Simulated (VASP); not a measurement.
# MoS2 in VASP: a series of runs, part 2 of 2

VASP 6.6.1.

### Step 3. Single point, PBEsol+U

This run uses another cell than the first one.

File INCAR:

```
PREC     = Accurate       # precision mode
ENCUT    = 520            # plane-wave cutoff, eV
EDIFF    = 1E-6           # SCF threshold, eV
ISMEAR   = -1             # smearing method
SIGMA    = 0.05           # smearing width, eV
LREAL    = False          # projectors in reciprocal space
LASPH    = True           # aspherical terms in the spheres
NELM     = 150            # most SCF steps
ALGO     = Normal         # electronic algorithm
ISIF     = 2              # what is computed and relaxed
LWAVE    = False          # write WAVECAR
LCHARG   = False          # write CHGCAR
LMAXMIX  = 4              # l up to which the mixer works
LDAU     = True           # DFT+U
LDAUTYPE = 2            
LDAUL    = 2 -1           # shell
LDAUU    = 1 0            # U, eV
LDAUJ    = 0 0          
LDAUPRINT= 1            
GGA      = PS             # functional
NBANDS   = 35             # bands
```

File KPOINTS:

```
regular mesh
0
Gamma
  10 10 2
```

File POSCAR:

```
MoS2
1.0
    3.1404099026      0.0000000000      0.0000000000
   -1.5702049513      2.7196747540      0.0000000000
    0.0000000000      0.0000000000     21.5614404345
Mo S
2 4
Direct
    0.3333333333      0.6666666667      0.8544989860
    0.6666666667      0.3333333333      0.1455010140
    0.6666666667      0.3333333333      0.7822194693
    0.3333333333      0.6666666667      0.0731578001
    0.6666666667      0.3333333333      0.9268421999
    0.3333333333      0.6666666667      0.2177805307
```

Potentials or basis: VASP PAW PBE potentials, release 64 (Mo_sv, S).

On the command line:

```console
> cat potpaw_PBE.64/Mo_sv/POTCAR potpaw_PBE.64/S/POTCAR > POTCAR
> mpirun -np 1 vasp_std > vasp.out
```

OUTCAR:

```text
PREC = Accurate
   ENCUT = 520
   EDIFF = 1E-6
   ISMEAR = -1
   LREAL = False
   LASPH = True
   NELM = 150
   ISIF = 2
   GGA = PS

 ion  position               nearest neighbor table
   1  0.333  0.667  0.854-   3 2.39   3 2.39   3 2.39   5 2.39   5 2.39   5 2.39
   2  0.667  0.333  0.146-   6 2.39   6 2.39   6 2.39   4 2.39   4 2.39   4 2.39
   3  0.667  0.333  0.782-   1 2.39   1 2.39   1 2.39
   4  0.333  0.667  0.073-   2 2.39   2 2.39   2 2.39
   5  0.667  0.333  0.927-   1 2.39   1 2.39   1 2.39
   6  0.333  0.667  0.218-   2 2.39   2 2.39   2 2.39

  LATTYP: Found a hexagonal cell.
 ALAT       =     3.1404099026
 C/A-ratio  =     6.8658044979

  Lattice vectors:

 A1 = (   3.1404099026,   0.0000000000,   0.0000000000)
 A2 = (  -1.5702049513,   2.7196747540,   0.0000000000)
 A3 = (   0.0000000000,   0.0000000000,  21.5614404345)

Analysis of symmetry for initial positions (statically):
=====================================================================
 Subroutine PRICEL returns:
 Original cell was already a primitive cell.

 Routine SETGRP: Setting up the symmetry group for a
 hexagonal supercell.

 Subroutine GETGRP returns: Found 12 space group operations
 (whereof 12 operations were pure point group operations)
 out of a pool of 24 trial point group operations.

The static configuration has the point symmetry D_3d.

Analysis of symmetry for dynamics (positions and initial velocities):
=====================================================================
 Subroutine PRICEL returns:
 Original cell was already a primitive cell.

[... 217 lines left out ...]
  o =  0.4037  v =  1.0000  0.0000 -0.0000  0.0079  0.0000  0.0000  0.0000  0.0000  0.0000  0.0000      0.0000  0.0000  0.0000  0.0000  0.0000  0.0000  0.0000  0.0000  0.0000  0.0000
  o =  0.4037  v =  0.0000  0.0000  0.0000  0.0000  0.0000 -0.0000  0.0079 -0.0000 -0.0000  1.0000      0.0000  0.0000  0.0000  0.0000  0.0000  0.0000  0.0000  0.0000  0.0000  0.0000
  o =  0.4037  v = -0.0000  0.0079 -0.0000 -0.0000  1.0000  0.0000  0.0000  0.0000  0.0000  0.0000      0.0000  0.0000  0.0000  0.0000  0.0000  0.0000  0.0000  0.0000  0.0000  0.0000
  o =  0.4232  v =  0.0000  0.0000  1.0000 -0.0000  0.0000  0.0000  0.0000  0.0000  0.0000  0.0000      0.0000  0.0000  0.0000  0.0000  0.0000  0.0000  0.0000  0.0000  0.0000  0.0000
  o =  0.4232  v =  0.0000  0.0000  0.0000  0.0000  0.0000  0.0000  0.0000  1.0000 -0.0000  0.0000      0.0000  0.0000  0.0000  0.0000  0.0000  0.0000  0.0000  0.0000  0.0000  0.0000

 number of electron      52.0000002 magnetization

 Free energy of the ion-electron system (eV)
  ---------------------------------------------------
  ext. energy  EPLUGINS =         0.00000000
  ---------------------------------------------------
  free energy    TOTEN  =       -44.47113932 eV

  energy without entropy =      -44.47113926  energy(sigma->0) =      -44.47113929

 E-fermi :   2.4746     XC(G=0):  -6.7750

 val. band max:        1.8085152454   @ k =   0.0000   0.0000   0.0000
 cond. band min:       3.2554104441   @ k =   0.2000   0.2000   0.0000
 fundamental gap:      1.4468951987
 Fermi energy:         2.4745571830

 k-point     1 :       0.0000    0.0000    0.0000
  band No.  band energies     occupation
      1     -59.3462      2.00000
      2     -59.3462      2.00000
      3     -33.5522      2.00000
      4     -33.5522      2.00000
      5     -33.2926      2.00000
      6     -33.2926      2.00000
[... 901 lines left out ...]
     34       5.9538      0.00000
     35       7.9160      0.00000

 [... further k-points ...]

------------------------ aborting loop because EDIFF is reached ----------------------------------------

  FORCE on cell =-STRESS in cart. coord.  units (eV):
  Direction    XX          YY          ZZ          XY          YZ          ZX
  --------------------------------------------------------------------------------------
  -------------------------------------------------------------------------------------
  Total        0.3919883      0.3919883      0.3644522      0.0000000      0.0000000      0.0000000
  in kB        3.4103791      3.4103791      3.1708092      0.0000000      0.0000000      0.0000000
  external PRESSURE =       3.3305225 kB  Pullay stress =       0.0000000 kB

 VOLUME and BASIS-vectors are now :
 -----------------------------------------------------------------------------
  energy-cutoff  :      520.00
  volume of cell :      184.15
      direct lattice vectors                 reciprocal lattice vectors
     3.140409903  0.000000000  0.000000000     0.318429769  0.183845513  0.000000000
    -1.570204951  2.719674754  0.000000000     0.000000000  0.367691026  0.000000000
     0.000000000  0.000000000 21.561440434     0.000000000  0.000000000  0.046379091

 POSITION                                       TOTAL-FORCE (eV/Angst)
 -----------------------------------------------------------------------------------
     -0.00000      1.81312     18.42423        -0.000000      0.000000     -0.002236
      1.57020      0.90656      3.13721         0.000000      0.000000      0.002236
      1.57020      0.90656     16.86578        -0.000000     -0.000000     -0.062133
     -0.00000      1.81312      1.57739        -0.000000      0.000000     -0.060165
      1.57020      0.90656     19.98405         0.000000      0.000000      0.060165
     -0.00000      1.81312      4.69566         0.000000      0.000000      0.062133
 -----------------------------------------------------------------------------------
    total drift:                                0.000000      0.000000     -0.000000

  FREE ENERGIE OF THE ION-ELECTRON SYSTEM (eV)
  ---------------------------------------------------
  free  energy   TOTEN  =       -44.4711393220 eV

  energy  without entropy=      -44.4711392595  energy(sigma->0) =      -44.47113929
```

stdout:

```text
POSCAR found type information on POSCAR MoS
 POSCAR found :  2 types and       6 ions
 scaLAPACK will be used
 -----------------------------------------------------------------------------
|                                                                             |
|                                                                             |
|     You enforced a specific xc type in the INCAR file but a different       |
|     I HOPE YOU KNOW WHAT YOU ARE DOING!                                     |
|                                                                             |
 -----------------------------------------------------------------------------

 LDA part: xc-table for (Slater+PW92), standard interpolation
 POSCAR, INCAR and KPOINTS ok, starting setup
 FFT: planning ... GRIDC
 FFT: planning ... GRID_SOFT
 FFT: planning ... GRID
 WAVECAR not read
 entering main loop
```

Run time: 4.9 min. Hardware: 1 thread of Oxide Virtual Turin-like, shared host; peak memory 0.33 GiB.

Results:

| Quantity | Value |
| --- | --- |
| Free energy | -44.4711 eV |
| Largest force | 0.062 eV/Å |
| Band gap on the k mesh | 1.45 eV (least direct gap 2.01 eV) |

Forces on the atoms (eV/Å):
```
Mo   0.000  0.000 -0.002
Mo   0.000  0.000  0.002
S    0.000  0.000 -0.062
S    0.000  0.000 -0.060
S    0.000  0.000  0.060
S    0.000  0.000  0.062
```

Eigenvalues of the final occupation matrices:
| site | spin | trace | eigenvalues |
| --- | --- | --- | --- |
| site 1 d | 1 | 2.02 | 0.39 0.39 0.40 0.40 0.42 |
| site 1 d | 2 | 2.02 | 0.39 0.39 0.40 0.40 0.42 |
| site 2 d | 1 | 2.02 | 0.39 0.39 0.40 0.40 0.42 |
| site 2 d | 2 | 2.02 | 0.39 0.39 0.40 0.40 0.42 |

Caveat: there is no dipole correction, which matters where the two faces differ; the PAW data sets were made with another functional, which shifts forces and pressure a little.

### Step 4. Single point, PBEsol+U

This run uses another cell than the first one.

File INCAR:

```
SYSTEM = MoS2
PREC = Accurate
ENCUT = 520
EDIFF = 1E-6
ISMEAR = -1
SIGMA = 0.05
LREAL = .False.
LASPH = .True.
NELM = 150
ALGO = Normal
ISIF = 2
LWAVE = .False.
LCHARG = .False.
LMAXMIX = 4
LDAU = .True.
LDAUTYPE = 2
LDAUL = 2 -1
LDAUU = 2 0
LDAUJ = 0 0
LDAUPRINT = 1
GGA = PS
NBANDS = 35
```

File KPOINTS:

```
Automatic mesh
0
Gamma
  10 10 2
  0 0 0
```

File POSCAR:

```
MoS2
1.0
    3.1404874594      0.0000000000      0.0000000000
   -1.5702437297      2.7197419201      0.0000000000
    0.0000000000      0.0000000000     21.5580833803
Mo S
2 4
Direct
    0.3333333333      0.6666666667      0.8545863857
    0.6666666667      0.3333333333      0.1454136143
    0.6666666667      0.3333333333      0.7823089524
    0.3333333333      0.6666666667      0.0730728658
    0.6666666667      0.3333333333      0.9269271342
    0.3333333333      0.6666666667      0.2176910476
```

On the command line:

```console
> cat potpaw_PBE.64/Mo_sv/POTCAR potpaw_PBE.64/S/POTCAR > POTCAR
> mpirun -np 1 vasp_std > vasp.out
```

Run time: 3.6 min. Hardware: 1 thread of Oxide Virtual Turin-like, shared host; peak memory 0.34 GiB.

It converged, with:

| Item | Value |
| --- | --- |
| Free energy | -42.0685 eV |
| Largest force | 0.135 eV/Å |
| Band gap on the k mesh | 1.45 eV (least direct gap 2.00 eV) |

Forces on the atoms (eV/Å):
```
Mo   0.000  0.000 -0.002
Mo   0.000  0.000  0.002
S    0.000  0.000 -0.135
S    0.000  0.000 -0.132
S    0.000  0.000  0.132
S    0.000  0.000  0.135
```

Levels at points of the mesh, in eV from the valence-band top:
| k point | band 22 | band 23 | band 24 | band 25 | band 26 | band 27 | band 28 | band 29 | band 30 | band 31 |
| --- | --- | --- | --- | --- | --- | --- | --- | --- | --- | --- |
| (0.00, 0.00, 0.00) | -1.79 | -1.79 | -1.77 | -0.64 | 0.00 | 2.53 | 2.53 | 2.54 | 2.54 | 2.77 |
| (0.50, 0.00, 0.00) | -2.27 | -1.31 | -1.24 | -1.09 | -1.04 | 2.06 | 2.08 | 2.48 | 2.61 | 3.41 |
| (0.00, 0.00, 0.50) | -1.79 | -1.79 | -1.77 | -0.64 | 0.00 | 2.53 | 2.53 | 2.54 | 2.54 | 2.77 |
| (0.50, 0.00, 0.50) | -2.27 | -1.31 | -1.24 | -1.09 | -1.04 | 2.06 | 2.08 | 2.48 | 2.61 | 3.41 |

Eigenvalues of the final occupation matrices:
| site | spin | trace | eigenvalues |
| --- | --- | --- | --- |
| site 1 d | 1 | 2.00 | 0.39 0.39 0.40 0.40 0.42 |
| site 1 d | 2 | 2.00 | 0.39 0.39 0.40 0.40 0.42 |
| site 2 d | 1 | 2.00 | 0.39 0.39 0.40 0.40 0.42 |
| site 2 d | 2 | 2.00 | 0.39 0.39 0.40 0.40 0.42 |

Caveat: there is no dipole correction, which matters where the two faces differ; the PAW data sets were made with another functional, which shifts forces and pressure a little.

### Step 5. Summary

```csv
task,level,U,cell,cutoff (eV),gap on the mesh (eV),largest force (eV/Å)
relaxation of cell and atoms,r2SCAN,-,"relaxed from a = 3.185, b = 3.185, c = 21.671 Å, angles 90.0, 90.0, 120.0°, 6 atoms, atomic positions A",600,1.49,-
single point,PBEsol+U,Mo d U = 1.0 eV,"a = 3.140, b = 3.140, c = 21.561 Å, angles 90.0, 90.0, 120.0°, 6 atoms, atomic positions B",520,1.45,0.06
single point,PBEsol+U,Mo d U = 2.0 eV,"a = 3.140, b = 3.140, c = 21.558 Å, angles 90.0, 90.0, 120.0°, 6 atoms, atomic positions C",520,1.45,0.14
```

Alike in all rows: potentials or basis VASP PAW PBE potentials, release 64 (Mo_sv, S); no spin polarisation; k mesh 10 × 10 × 2; smearing fermi-dirac 0.05 eV.

Caveats: there is no dipole correction, which matters where the two faces differ; the PAW data sets were made with another functional, which shifts forces and pressure a little.

Absolute energies hang on the potentials; compare differences alone.
